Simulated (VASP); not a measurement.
# Ni (Fm-3m) in VASP: a series of runs

Ni is run at these levels: LDA; tasks: single point.

Program: VASP 6.6.1. These are calculated values, not measurements. Logs are shortened: lines on timing, memory, paths and dates and some standing lists are left out, and cuts for length are marked.

## Step 1: The cell of the first run

Symmetry: Fm-3m, No. 225, cubic system. The conventional cell has a = 3.281 Å, b = 3.281 Å, c = 3.281 Å, α = 90.00°, β = 90.00°, γ = 90.00°. Within 3.1 Å of Ni (site symmetry m-3m) lie 12 Ni at 2.32 Å.

## Step 2: Single point, LDA, collinear spin, ferromagnetic start (8.83 Å³/atom)

Input file INCAR:

```
SYSTEM = Ni
ALGO = Normal
EDIFF = 1E-6
ENCUT = 520
GGA = CA
ISIF = 2
ISMEAR = 0
ISPIN = 2
LASPH = .TRUE.
LCHARG = .FALSE.
LMAXMIX = 4
LORBIT = 11
LREAL = .FALSE.
LWAVE = .FALSE.
MAGMOM = 0.5
NBANDS = 15
NELM = 150
NUPDOWN = 0.5
PREC = Accurate
SIGMA = 0.15
```

Input file KPOINTS:

```
k-points
0
G
  24 24 24
  0 0 0
```

Input file POSCAR:

```
Ni
1.0
    0.0000000000      1.6405644498      1.6405644498
    1.6405644498      0.0000000000      1.6405644498
    1.6405644498      1.6405644498      0.0000000000
Ni
1
Direct
    0.0000000000      0.0000000000      0.0000000000
```

Potentials or basis: VASP PAW LDA potentials, release 64 (Ni).

Launch:

```bash
cat potpaw_LDA.64/Ni/POTCAR > POTCAR
mpirun -np 1 vasp_std > vasp.out
```

OUTCAR:

```text
SYSTEM = Ni
   EDIFF = 1E-6
   ENCUT = 520
   GGA = CA
   ISIF = 2
   ISMEAR = 0
   ISPIN = 2
   LASPH = .TRUE.
   LORBIT = 11
   LREAL = .FALSE.
   NELM = 150
   NUPDOWN = 0.5
   PREC = Accurate

 ion  position               nearest neighbor table
   1  0.000  0.000  0.000-

  LATTYP: Found a face centered cubic cell.
 ALAT       =     3.2811288996

  Lattice vectors:

 A1 = (   0.0000000000,   1.6405644498,   1.6405644498)
 A2 = (   1.6405644498,   0.0000000000,   1.6405644498)
 A3 = (   1.6405644498,   1.6405644498,   0.0000000000)

Analysis of symmetry for initial positions (statically):
=====================================================================
 Subroutine PRICEL returns:
 Original cell was already a primitive cell.

 Routine SETGRP: Setting up the symmetry group for a
 face centered cubic supercell.

 Subroutine GETGRP returns: Found 48 space group operations
 (whereof 48 operations were pure point group operations)
 out of a pool of 48 trial point group operations.

The static configuration has the point symmetry O_h .

Analysis of symmetry for dynamics (positions and initial velocities):
=====================================================================
 Subroutine PRICEL returns:
 Original cell was already a primitive cell.

 Routine SETGRP: Setting up the symmetry group for a
 face centered cubic supercell.

 Subroutine GETGRP returns: Found 48 space group operations
 (whereof 48 operations were pure point group operations)
 out of a pool of 48 trial point group operations.

The dynamic configuration has the point symmetry O_h .

Analysis of structural, dynamic, and magnetic symmetry:
=====================================================================
 Subroutine PRICEL returns:
 Original cell was already a primitive cell.

 Routine SETGRP: Setting up the symmetry group for a
 face centered cubic supercell.

 Subroutine GETGRP returns: Found 48 space group operations
 (whereof 48 operations were pure point group operations)
 out of a pool of 48 trial point group operations.

The overall configuration has the point symmetry O_h .

 Subroutine INISYM returns: Found 48 space group operations
 (whereof 48 operations are pure point group operations),
 and found     1 'primitive' translations

----------------------------------------------------------------------------------------

                                     Primitive cell

  volume of cell :       8.8310

  direct lattice vectors                    reciprocal lattice vectors
     0.000000000  1.640564450  1.640564450    -0.304773153  0.304773153  0.304773153
     1.640564450  0.000000000  1.640564450     0.304773153 -0.304773153  0.304773153
     1.640564450  1.640564450  0.000000000     0.304773153  0.304773153 -0.304773153

  length of vectors
     2.320108495  2.320108495  2.320108495     0.527882586  0.527882586  0.527882586

  position of ions in fractional coordinates (direct lattice)
     0.000000000  0.000000000  0.000000000

  ion indices of the primitive-cell ions
   primitive index   ion index
                 1           1

----------------------------------------------------------------------------------------

 KPOINTS: k-points

Automatic generation of k-mesh.
 Grid dimensions read from file:
 generate k-points for:   24   24   24

 Generating k-lattice:

  Cartesian coordinates                     Fractional coordinates (reciprocal lattice)
    -0.012698881  0.012698881  0.012698881     0.041666667  0.000000000  0.000000000
     0.012698881 -0.012698881  0.012698881     0.000000000  0.041666667  0.000000000
     0.012698881  0.012698881 -0.012698881     0.000000000  0.000000000  0.041666667

  Length of vectors
     0.021995108  0.021995108  0.021995108

  Shift w.r.t. Gamma in fractional coordinates (k-lattice)
     0.000000000  0.000000000  0.000000000

 Subroutine IBZKPT returns following result:
 ===========================================

 Found    413 irreducible k-points:

 Following reciprocal coordinates:
            Coordinates               Weight
  0.000000  0.000000  0.000000      1.000000
  0.041667  0.000000  0.000000      8.000000
  0.083333  0.000000  0.000000      8.000000
  0.125000  0.000000  0.000000      8.000000
  0.166667  0.000000  0.000000      8.000000
  0.208333  0.000000  0.000000      8.000000
[... 16 lines left out ...]
  0.416667  0.041667  0.000000     24.000000
  0.458333  0.041667  0.000000     24.000000
 [... further k-points ...]
   k-points           NKPTS =    413   k-points in BZ     NKDIM =    413   number of bands    NBANDS=     15
   number of dos      NEDOS =    301   number of ions     NIONS =      1
   total plane-waves  NPLWV =   5832
   dimension x,y,z NGX =    18 NGY =   18 NGZ =   18
   dimension x,y,z NGXF=    36 NGYF=   36 NGZF=   36
   ions per type =               1
   NGX,Y,Z   is equivalent  to a cutoff of  12.90, 12.90, 12.90 a.u.
   NGXF,Y,Z  is equivalent  to a cutoff of  25.80, 25.80, 25.80 a.u.
 SYSTEM =  Ni
   PREC   = accura    normal or accurate (medium, high low for compatibility)
   ISTART =      0    job   : 0-new  1-cont  2-samecut
   ICHARG =      2    charge: 1-file 2-atom 10-const
   ISPIN  =      2    spin polarized calculation?
   LNONCOLLINEAR =      F non collinear calculations
   LSORBIT =      F    spin-orbit coupling
   LASPH  =      T    aspherical Exc in radial PAW
   ENCUT  =  520.0 eV  38.22 Ry    6.18 a.u.   4.31  4.31  4.31*2*pi/ulx,y,z
   NELM   =    150;   NELMIN=  2; NELMDL= -5     # of ELM steps
   EDIFF  = 0.1E-05   stopping-criterion for ELM
   LREAL  =      F    real-space projection
   EDIFFG = 0.1E-04   stopping-criterion for IOM
   NSW    =      0    number of steps for IOM
   IBRION =     -1    ionic relax: 0-MD 1-quasi-New 2-CG
   NFREE  =      0    steps in history (QN), initial steepest desc. (CG)
   ISIF   =      2    stress and relaxation
   ISYM   =      2    0-nonsym 1-usesym 2-fastsym
   POTIM  = 0.5000    time-step for ionic-motion
   TEBEG  =    0.0;   TEEND  =   0.0 temperature during run
   PSTRESS=    0.0 pullay stress
   NELECT =      10.0000    total number of electrons
   NUPDOWN=       0.5000    fix difference up-down
   EMIN   =  10.00;   EMAX   =-10.00  energy-range for DOS
   EFERMI =   0.00;   METHOD = LEGACY
   ISMEAR =     0;   SIGMA  =   0.15  broadening in eV -4-tet -1-fermi 0-gaus
   EFERMI_NEDOS =   21; number of points for ismear=-14 and -15
   IALGO  =     38    algorithm
   IMIX   =      4    mixing-type and parameters
     AMIX     =   0.40;   BMIX     =  1.00
     AMIX_MAG =   1.60;   BMIX_MAG =  1.00
  volume/ion in A,a.u.               =       8.83        59.59
  Fermi-wavevector in a.u.,A,eV,Ry     =   1.706363  3.224559 39.615759  2.911676
  Thomas-Fermi vector in A             =   2.785413
   LORBIT       =     11    0 simple, 1 ext, 2 COOP (PROOUT), +10 PAW based schemes
   GGA     = CA    functional components
   LHFCALC =     F    Hartree Fock is set to
   AEXX    =    0.0000 exact exchange contribution
   IVDW    =     0    specifies the selected vdW correction
   LEPSILON=     F    determine dielectric tensor
   LRPA    =     F    only Hartree local field effects (RPA)
 spin polarized calculation
 Gauss-broadening in eV      SIGMA  =   0.15
  energy-cutoff  :      520.00
  volume of cell :        8.83
 maximum number of plane-waves:       259
 NGX is ok and might be reduce to    18
   NGX =  9   NGY =  9   NGZ =  9

 number of electron      10.0000000 magnetization       0.5000000

 number of electron       9.9999995 magnetization       0.4999999

 Free energy of the ion-electron system (eV)
  ---------------------------------------------------
  ext. energy  EPLUGINS =         0.00000000
  ---------------------------------------------------
  free energy    TOTEN  =        -6.44448767 eV

  energy without entropy =       -6.42668395  energy(sigma->0) =       -6.43558581

 E-fermi :  12.3562     XC(G=0): -14.8939

 val. band max:       12.3520868146   @ k =  -0.4167   0.0417   0.0000
 cond. band min:      12.2797554499   @ k =  -0.3333   0.0833   0.0000
 fundamental gap:     -0.0723313647
 Fermi energy:        12.2730956736

 spin component 1

 k-point     1 :       0.0000    0.0000    0.0000
  band No.  band energies     occupation
      1       1.8393      1.00000
      2       9.4407      1.00000
      3       9.4407      1.00000
      4       9.4407      1.00000
      5      10.9999      1.00000
      6      10.9999      1.00000
      7      37.8391      0.00000
      8      43.3113      0.00000
      9      43.3113      0.00000
     10      43.3113      0.00000
     11      47.2934      0.00000
     12      47.2934      0.00000
     13      47.2934      0.00000
     14      49.6853      0.00000
     15      57.2030      0.00000

 k-point     2 :       0.0417    0.0000    0.0000
  band No.  band energies     occupation
      1       1.9192      1.00000
      2       9.4148      1.00000
      3       9.4619      1.00000
      4       9.4619      1.00000
      5      10.9898      1.00000
      6      10.9898      1.00000
      7      37.7270      0.00000
      8      42.2066      0.00000
      9      43.1933      0.00000
     10      43.1933      0.00000
     11      47.4808      0.00000
     12      47.4808      0.00000
     13      47.8183      0.00000
     14      50.4053      0.00000
     15      56.9868      0.00000
[... 365 lines left out ...]
      3       9.5241      1.00000
      4      10.2799      1.00000
      5      11.8560      0.99996
      6      11.9636      0.99824
      7      21.9244      0.00000
      8      36.4015      0.00000
      9      39.5506      0.00000
     10      41.1899      0.00000
     11      44.2624      0.00000
     12      45.5595      0.00000
     13      51.1904      0.00000
     14      57.5014      0.00000
     15      60.6334      0.00000

 k-point    24 :       0.4583    0.0417    0.0000
  band No.  band energies     occupation
      1       6.3082      1.00000
      2       9.3853      1.00000
      3       9.4716      1.00000
      4      10.8423      1.00000
      5      11.9462      0.99897
      6      12.3098      0.36465
      7      20.5736      0.00000
      8      36.1614      0.00000
      9      39.7133      0.00000
     10      40.5668      0.00000
     11      44.3230      0.00000
     12      44.9662      0.00000
     13      51.5759      0.00000
     14      57.9587      0.00000
     15      62.4206      0.00000

 [... further k-points ...]

 spin component 2

 k-point     1 :       0.0000    0.0000    0.0000
  band No.  band energies     occupation
      1       1.8861      1.00000
      2       9.9563      1.00000
      3       9.9563      1.00000
      4       9.9563      1.00000
      5      11.4719      1.00000
      6      11.4719      1.00000
      7      37.8425      0.00000
      8      43.3493      0.00000
      9      43.3493      0.00000
     10      43.3493      0.00000
     11      47.4524      0.00000
     12      47.4524      0.00000
     13      47.4524      0.00000
     14      49.6844      0.00000
     15      58.4261      0.00000

 k-point     2 :       0.0417    0.0000    0.0000
  band No.  band energies     occupation
      1       1.9661      1.00000
      2       9.9287      1.00000
      3       9.9781      1.00000
      4       9.9781      1.00000
      5      11.4615      1.00000
      6      11.4615      1.00000
      7      37.7394      0.00000
      8      42.2582      0.00000
      9      43.2404      0.00000
     10      43.2404      0.00000
     11      47.6298      0.00000
     12      47.6298      0.00000
     13      47.9399      0.00000
     14      50.4207      0.00000
     15      57.7746      0.00000
[... 365 lines left out ...]
      3       9.9891      1.00000
      4      10.4973      1.00000
      5      12.4005      0.33801
      6      12.4558      0.17382
      7      22.1950      0.00000
      8      36.4090      0.00000
      9      39.6718      0.00000
     10      41.3068      0.00000
     11      44.3738      0.00000
     12      45.6663      0.00000
     13      51.3820      0.00000
     14      58.5101      0.00000
     15      60.8581      0.00000

 k-point    24 :       0.4583    0.0417    0.0000
  band No.  band energies     occupation
      1       6.6113      1.00000
      2       9.8372      1.00000
      3       9.9327      1.00000
      4      11.0493      1.00000
      5      12.4963      0.09335
      6      12.7434      0.00013
      7      20.8811      0.00000
      8      36.1666      0.00000
      9      39.8297      0.00000
     10      40.6792      0.00000
     11      44.4380      0.00000
     12      45.0796      0.00000
     13      51.8095      0.00000
     14      59.0246      0.00000
     15      62.5808      0.00000

 [... further k-points ...]

------------------------ aborting loop because EDIFF is reached ----------------------------------------

  FORCE on cell =-STRESS in cart. coord.  units (eV):
  Direction    XX          YY          ZZ          XY          YZ          ZX
  --------------------------------------------------------------------------------------
  -------------------------------------------------------------------------------------
  Total        2.3938020      2.3938020      2.3938020     -0.0000000     -0.0000000     -0.0000000
  in kB      434.2990918    434.2990918    434.2990918     -0.0000000     -0.0000000     -0.0000000
  external PRESSURE =     434.2990918 kB  Pullay stress =       0.0000000 kB

 VOLUME and BASIS-vectors are now :
 -----------------------------------------------------------------------------
  energy-cutoff  :      520.00
  volume of cell :        8.83
      direct lattice vectors                 reciprocal lattice vectors
     0.000000000  1.640564450  1.640564450    -0.304773153  0.304773153  0.304773153
     1.640564450  0.000000000  1.640564450     0.304773153 -0.304773153  0.304773153
     1.640564450  1.640564450  0.000000000     0.304773153  0.304773153 -0.304773153

 POSITION                                       TOTAL-FORCE (eV/Angst)
 -----------------------------------------------------------------------------------
      0.00000      0.00000      0.00000         0.000000     -0.000000     -0.000000
 -----------------------------------------------------------------------------------
    total drift:                                0.000000     -0.000000     -0.000000

  FREE ENERGIE OF THE ION-ELECTRON SYSTEM (eV)
  ---------------------------------------------------
  free  energy   TOTEN  =        -6.4444876655 eV

  energy  without entropy=       -6.4266839483  energy(sigma->0) =       -6.43558581

 total charge

# of ion       s       p       d       tot
------------------------------------------
    1        0.600   0.712   8.465   9.777

 magnetization (x)

# of ion       s       p       d       tot
------------------------------------------
    1       -0.005  -0.018   0.516   0.493
```

It took 96 s on 1 thread of Intel Xeon Platinum 8259CL at 2.50GHz (Skylake/Cascade Lake), shared host; peak memory 0.18 GiB.

Results:

```yaml
Free_energy: -6.4445 eV
Pressure: 43.4 GPa
Net_moment: 0.50 μB per cell
Site_moments: Ni +0.49 μB
Valence_electrons_inside_the_program's_atomic_spheres: Ni 9.78
```

Caveat: the cell stands under pressure; the total moment is fixed, so each spin has its own Fermi level and the state may be an excited one.

[end of part 1 of 3]
